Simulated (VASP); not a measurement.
# AlNi (P4/mmm) in VASP: further runs

The runs below take AlNi through single point, with PBEsol.

Program: VASP 6.6.1. These are calculated values, not measurements. Logs are shortened: lines on timing, memory, paths and dates and some standing lists are left out, and cuts for length are marked.

## 1. The cell of the first run

Symmetry: P4/mmm, No. 123, tetragonal system. The conventional cell has a = 2.811 Å, b = 2.811 Å, c = 2.716 Å, α = 90.00°, β = 90.00°, γ = 90.00°. Al (site symmetry 4/mmm) has 8 Ni at 2.41 Å and 6 Al at 2.72 to 2.81 Å within 3.2 Å. Ni (site symmetry 4/mmm) has 8 Al at 2.41 Å and 6 Ni at 2.72 to 2.81 Å within 3.2 Å.

## 2. Single point, PBEsol

The input, INCAR:

```
SYSTEM = AlNi
ALGO = Fast
EDIFF = 1E-6
ENCUT = 520
GGA = PS
ISIF = 2
ISMEAR = 0
LASPH = .True.
LCHARG = .True.
LELF = .True.
LREAL = .False.
LVHAR = .True.
LWAVE = .False.
NBANDS = 14
NELM = 100
PREC = Accurate
SIGMA = 0.15
```

The input, KPOINTS:

```
k-points
0
Gamma
  16 16 16
  0 0 0
```

The input, POSCAR:

```
AlNi
1.0
    1.9874914371     -1.9874386223      0.0000000000
    1.9874914371      1.9874386223      0.0000000000
    0.0000000000      0.0000000000      2.7159000000
Al Ni
1 1
Direct
    0.0000000000      0.0000000000      0.0000000000
    0.5000000000      0.5000000000      0.5000000000
```

Potentials or basis: VASP PAW PBE potentials, release 64 (Al, Ni).

Started as:

```console
$ cat potpaw_PBE.64/Al/POTCAR potpaw_PBE.64/Ni/POTCAR > POTCAR
$ mpirun -np 1 vasp_std > vasp.out
```

OUTCAR:

```text
SYSTEM = AlNi
   EDIFF = 1E-6
   ENCUT = 520
   GGA = PS
   ISIF = 2
   ISMEAR = 0
   LASPH = .True.
   LREAL = .False.
   NELM = 100
   PREC = Accurate

 ion  position               nearest neighbor table
   1  0.000  0.000  0.000-   2 2.41   2 2.41   2 2.41   2 2.41   2 2.41   2 2.41   2 2.41   2 2.41

   2  0.500  0.500  0.500-   1 2.41   1 2.41   1 2.41   1 2.41   1 2.41   1 2.41   1 2.41   1 2.41

  LATTYP: Found a base centered orthorhombic cell.
 ALAT       =     3.9748772446
 B/A-ratio  =     1.0000265743
 C/A-ratio  =     0.6832663836

  Lattice vectors:

 A1 = (  -1.9874914371,  -1.9874386223,   0.0000000000)
 A2 = (   1.9874914371,  -1.9874386223,   0.0000000000)
 A3 = (   0.0000000000,   0.0000000000,   2.7159000000)

Analysis of symmetry for initial positions (statically):
=====================================================================
 Subroutine PRICEL returns:
 Original cell was already a primitive cell.

 Routine SETGRP: Setting up the symmetry group for a
 base centered orthorhombic supercell.

 Subroutine GETGRP returns: Found  8 space group operations
 (whereof  8 operations were pure point group operations)
 out of a pool of  8 trial point group operations.

The static configuration has the point symmetry D_2h.

Analysis of symmetry for dynamics (positions and initial velocities):
=====================================================================
 Subroutine PRICEL returns:
 Original cell was already a primitive cell.

 Routine SETGRP: Setting up the symmetry group for a
 base centered orthorhombic supercell.

 Subroutine GETGRP returns: Found  8 space group operations
 (whereof  8 operations were pure point group operations)
 out of a pool of  8 trial point group operations.

The dynamic configuration has the point symmetry D_2h.

 Subroutine INISYM returns: Found  8 space group operations
 (whereof  8 operations are pure point group operations),
 and found     1 'primitive' translations

----------------------------------------------------------------------------------------

                                     Primitive cell

  volume of cell :      21.4557

  direct lattice vectors                    reciprocal lattice vectors
     1.987491437 -1.987438622  0.000000000     0.251573411 -0.251580096  0.000000000
     1.987491437  1.987438622  0.000000000     0.251573411  0.251580096  0.000000000
     0.000000000  0.000000000  2.715900000     0.000000000  0.000000000  0.368202069

  length of vectors
     2.810700000  2.810700000  2.715900000     0.355783257  0.355783257  0.368202069

  position of ions in fractional coordinates (direct lattice)
     0.000000000  0.000000000  0.000000000
     0.500000000  0.500000000  0.500000000

  ion indices of the primitive-cell ions
   primitive index   ion index
                 1           1
                 2           2

----------------------------------------------------------------------------------------

 KPOINTS: k-points

Automatic generation of k-mesh.
 Grid dimensions read from file:
 generate k-points for:   16   16   16

 Generating k-lattice:

  Cartesian coordinates                     Fractional coordinates (reciprocal lattice)
     0.015723338 -0.015723756  0.000000000     0.062500000  0.000000000  0.000000000
     0.015723338  0.015723756  0.000000000     0.000000000  0.062500000  0.000000000
     0.000000000  0.000000000  0.023012629     0.000000000  0.000000000  0.062500000

  Length of vectors
     0.022236454  0.022236454  0.023012629

  Shift w.r.t. Gamma in fractional coordinates (k-lattice)
     0.000000000  0.000000000  0.000000000

 Subroutine IBZKPT returns following result:
 ===========================================

 Found    657 irreducible k-points:

 Following reciprocal coordinates:
            Coordinates               Weight
  0.000000  0.000000  0.000000      1.000000
  0.062500  0.000000  0.000000      4.000000
  0.125000  0.000000  0.000000      4.000000
  0.187500 -0.000000  0.000000      4.000000
  0.250000  0.000000  0.000000      4.000000
  0.312500  0.000000  0.000000      4.000000
[... 16 lines left out ...]
 -0.125000  0.062500  0.000000      4.000000
 -0.062500  0.062500  0.000000      2.000000
 [... further k-points ...]
   k-points           NKPTS =    657   k-points in BZ     NKDIM =    657   number of bands    NBANDS=     14
   number of dos      NEDOS =    301   number of ions     NIONS =      2
   total plane-waves  NPLWV =  11520
   dimension x,y,z NGX =    24 NGY =   24 NGZ =   20
   dimension x,y,z NGXF=    48 NGYF=   48 NGZF=   40
   ions per type =               1   1
   NGX,Y,Z   is equivalent  to a cutoff of  14.20, 14.20, 12.24 a.u.
   NGXF,Y,Z  is equivalent  to a cutoff of  28.39, 28.39, 24.48 a.u.
 SYSTEM =  AlNi
   PREC   = accura    normal or accurate (medium, high low for compatibility)
   ISTART =      0    job   : 0-new  1-cont  2-samecut
   ICHARG =      2    charge: 1-file 2-atom 10-const
   ISPIN  =      1    spin polarized calculation?
   LNONCOLLINEAR =      F non collinear calculations
   LSORBIT =      F    spin-orbit coupling
   LASPH  =      T    aspherical Exc in radial PAW
   ENCUT  =  520.0 eV  38.22 Ry    6.18 a.u.   5.23  5.23  5.05*2*pi/ulx,y,z
   NELM   =    100;   NELMIN=  2; NELMDL= -5     # of ELM steps
   EDIFF  = 0.1E-05   stopping-criterion for ELM
   LREAL  =      F    real-space projection
   EDIFFG = 0.1E-04   stopping-criterion for IOM
   NSW    =      0    number of steps for IOM
   IBRION =     -1    ionic relax: 0-MD 1-quasi-New 2-CG
   NFREE  =      0    steps in history (QN), initial steepest desc. (CG)
   ISIF   =      2    stress and relaxation
   ISYM   =      2    0-nonsym 1-usesym 2-fastsym
   POTIM  = 0.5000    time-step for ionic-motion
   TEBEG  =    0.0;   TEEND  =   0.0 temperature during run
   PSTRESS=    0.0 pullay stress
   NELECT =      13.0000    total number of electrons
   NUPDOWN=      -1.0000    fix difference up-down
   EMIN   =  10.00;   EMAX   =-10.00  energy-range for DOS
   EFERMI =   0.00;   METHOD = LEGACY
   ISMEAR =     0;   SIGMA  =   0.15  broadening in eV -4-tet -1-fermi 0-gaus
   EFERMI_NEDOS =   21; number of points for ismear=-14 and -15
   IALGO  =     68    algorithm
   IMIX   =      4    mixing-type and parameters
     AMIX     =   0.40;   BMIX     =  1.00
     AMIX_MAG =   1.60;   BMIX_MAG =  1.00
  volume/ion in A,a.u.               =      10.73        72.40
  Fermi-wavevector in a.u.,A,eV,Ry     =   1.385293  2.617825 26.110086  1.919037
  Thomas-Fermi vector in A             =   2.509717
   LORBIT       =      0    0 simple, 1 ext, 2 COOP (PROOUT), +10 PAW based schemes
   GGA     = PS    functional components
   LHFCALC =     F    Hartree Fock is set to
   AEXX    =    0.0000 exact exchange contribution
   IVDW    =     0    specifies the selected vdW correction
   LEPSILON=     F    determine dielectric tensor
   LRPA    =     F    only Hartree local field effects (RPA)
 non-spin polarized calculation
 RMM-DIIS sequential band-by-band and
 Gauss-broadening in eV      SIGMA  =   0.15
  energy-cutoff  :      520.00
  volume of cell :       21.46
 maximum number of plane-waves:       598
 NGX is ok and might be reduce to    24
   NGX = 11   NGY = 11   NGZ = 11

 number of electron      12.9999998 magnetization

 Free energy of the ion-electron system (eV)
  ---------------------------------------------------
  ext. energy  EPLUGINS =         0.00000000
  ---------------------------------------------------
  free energy    TOTEN  =       -11.47560063 eV

  energy without entropy =      -11.46679994  energy(sigma->0) =      -11.47120028

 E-fermi :  11.4012     XC(G=0): -12.7033

 val. band max:       11.3911576846   @ k =   0.3125   0.0000   0.0625
 cond. band min:      11.4070850654   @ k =  -0.2500   0.0625   0.3750
 fundamental gap:      0.0159273809
 Fermi energy:        11.4011821964

 k-point     1 :       0.0000    0.0000    0.0000
  band No.  band energies     occupation
      1      -0.5519      2.00000
      2       7.5803      2.00000
      3       7.6118      2.00000
      4       9.5411      2.00000
      5       9.6582      2.00000
      6       9.6583      2.00000
      7      16.9369      0.00000
      8      16.9370      0.00000
      9      18.2855      0.00000
     10      19.7592      0.00000
     11      19.9959      0.00000
     12      27.2218      0.00000
     13      33.0366      0.00000
     14      33.8959      0.00000

 k-point     2 :       0.0625    0.0000    0.0000
  band No.  band energies     occupation
      1      -0.4758      2.00000
      2       7.5782      2.00000
      3       7.6263      2.00000
      4       9.5044      2.00000
      5       9.6276      2.00000
      6       9.6619      2.00000
      7      16.1451      0.00000
      8      17.0398      0.00000
      9      18.3820      0.00000
     10      19.9072      0.00000
     11      20.6103      0.00000
     12      27.4322      0.00000
     13      32.1202      0.00000
     14      33.0793      0.00000

 k-point     3 :       0.1250    0.0000    0.0000
  band No.  band energies     occupation
      1      -0.2486      2.00000
      2       7.5473      2.00000
      3       7.6778      2.00000
      4       9.4030      2.00000
      5       9.5423      2.00000
      6       9.6721      2.00000
      7      14.7417      0.00000
      8      17.3398      0.00000
      9      18.6651      0.00000
     10      19.9053      0.00000
     11      21.9051      0.00000
     12      28.0935      0.00000
     13      30.5772      0.00000
     14      31.6098      0.00000

 k-point     4 :       0.1875   -0.0000    0.0000
  band No.  band energies     occupation
      1       0.1267      2.00000
      2       7.4404      2.00000
      3       7.7600      2.00000
      4       9.2595      2.00000
      5       9.4197      2.00000
      6       9.6874      2.00000
      7      13.3543      0.00000
      8      17.8153      0.00000
      9      19.1178      0.00000
     10      19.8874      0.00000
     11      23.1025      0.00000
     12      29.0013      0.00000
     13      29.2435      0.00000
     14      30.0760      0.00000

 k-point     5 :       0.2500    0.0000    0.0000
  band No.  band energies     occupation
      1       0.6450      2.00000
      2       7.1748      2.00000
      3       7.8600      2.00000
      4       9.1007      2.00000
      5       9.2822      2.00000
      6       9.7055      2.00000
      7      12.1816      0.00000
      8      18.4397      0.00000
      9      19.7184      0.00000
     10      19.8621      0.00000
     11      24.0924      0.00000
[... 276 lines left out ...]
 k-point    22 :      -0.1875    0.0625    0.0000
  band No.  band energies     occupation
      1       0.2011      2.00000
      2       7.4653      2.00000
      3       7.7595      2.00000
      4       9.2114      2.00000
      5       9.4234      2.00000
      6       9.6585      2.00000
      7      13.4198      0.00000
      8      16.9543      0.00000
      9      19.2124      0.00000
     10      20.5708      0.00000
     11      23.3353      0.00000
     12      28.1226      0.00000
     13      29.3860      0.00000
     14      30.1204      0.00000

 k-point    23 :      -0.1250    0.0625    0.0000
  band No.  band energies     occupation
      1      -0.1733      2.00000
      2       7.5650      2.00000
      3       7.6782      2.00000
      4       9.3596      2.00000
      5       9.5452      2.00000
      6       9.6430      2.00000
      7      14.8028      0.00000
      8      16.5482      0.00000
      9      18.7606      0.00000
     10      20.5445      0.00000
     11      22.0955      0.00000
     12      28.2701      0.00000
     13      29.6527      0.00000
     14      31.6403      0.00000

 k-point    24 :      -0.0625    0.0625    0.0000
  band No.  band energies     occupation
      1      -0.3999      2.00000
      2       7.5840      2.00000
      3       7.6343      2.00000
      4       9.4657      2.00000
      5       9.6255      2.00000
      6       9.6372      2.00000
      7      16.0828      0.00000
      8      16.4053      0.00000
      9      18.4783      0.00000
     10      20.4415      0.00000
     11      20.8531      0.00000
     12      27.6345      0.00000
     13      31.1845      0.00000
     14      33.0900      0.00000

 [... further k-points ...]
[... 5 lines left out ...]
  --------------------------------------------------------------------------------------
  -------------------------------------------------------------------------------------
  Total        2.3564677      2.3577014      2.9474865     -0.0000000      0.0000000      0.0000000
  in kB      175.9662254    176.0583509    220.0998002     -0.0000000      0.0000000      0.0000000
  external PRESSURE =     190.7081255 kB  Pullay stress =       0.0000000 kB

 VOLUME and BASIS-vectors are now :
 -----------------------------------------------------------------------------
  energy-cutoff  :      520.00
  volume of cell :       21.46
      direct lattice vectors                 reciprocal lattice vectors
     1.987491437 -1.987438622  0.000000000     0.251573411 -0.251580096  0.000000000
     1.987491437  1.987438622  0.000000000     0.251573411  0.251580096  0.000000000
     0.000000000  0.000000000  2.715900000     0.000000000  0.000000000  0.368202069

 POSITION                                       TOTAL-FORCE (eV/Angst)
 -----------------------------------------------------------------------------------
      0.00000      0.00000      0.00000        -0.000000     -0.000000      0.000000
      1.98749      0.00000      1.35795         0.000000      0.000000      0.000000
 -----------------------------------------------------------------------------------
    total drift:                                0.000000     -0.000000     -0.000000

  FREE ENERGIE OF THE ION-ELECTRON SYSTEM (eV)
  ---------------------------------------------------
  free  energy   TOTEN  =       -11.4756006333 eV

  energy  without entropy=      -11.4667999355  energy(sigma->0) =      -11.47120028
```

Run time: 82 s. Hardware: 1 thread of Intel Xeon Platinum 8488C (Sapphire Rapids), shared host; peak memory 0.3 GiB.

What came out:

| Property | Result |
| --- | --- |
| Free energy | -11.4756 eV |
| Pressure | 19.1 GPa |

Stress tensor (GPa, compression positive):
```
17.60  0.00  0.00
 0.00 17.61  0.00
 0.00  0.00 22.01
```

Levels at points of the mesh, in eV from the Fermi level:
| k point | band 4 | band 5 | band 6 | band 7 | band 8 | band 9 | band 10 | band 11 |
| --- | --- | --- | --- | --- | --- | --- | --- | --- |
| (0.00, 0.00, 0.00) | -1.86 | -1.74 | -1.74 | 5.54 | 5.54 | 6.88 | 8.36 | 8.59 |
| (0.50, 0.00, 0.00) | -2.67 | -2.45 | -1.65 | -0.81 | 8.38 | 10.08 | 11.33 | 11.52 |
| (0.50, 0.50, 0.00) | -3.35 | -2.30 | -2.30 | -1.23 | 1.43 | 2.81 | 14.18 | 16.55 |
| (0.00, 0.00, 0.50) | -2.67 | -2.67 | -1.73 | -0.52 | 8.41 | 10.22 | 10.22 | 11.92 |
| (0.50, 0.00, 0.50) | -3.01 | -2.50 | -2.46 | -1.15 | 1.79 | 3.15 | 13.24 | 15.56 |
| (0.50, 0.50, 0.50) | -1.18 | -1.08 | 1.86 | 1.86 | 1.95 | 4.71 | 4.73 | 5.10 |

Caveat: the PAW data sets were made with another functional, which shifts forces and pressure a little. Spin polarisation is off, so any magnetic state and its effect on volume and gap are missing.

[end of part 1 of 2]
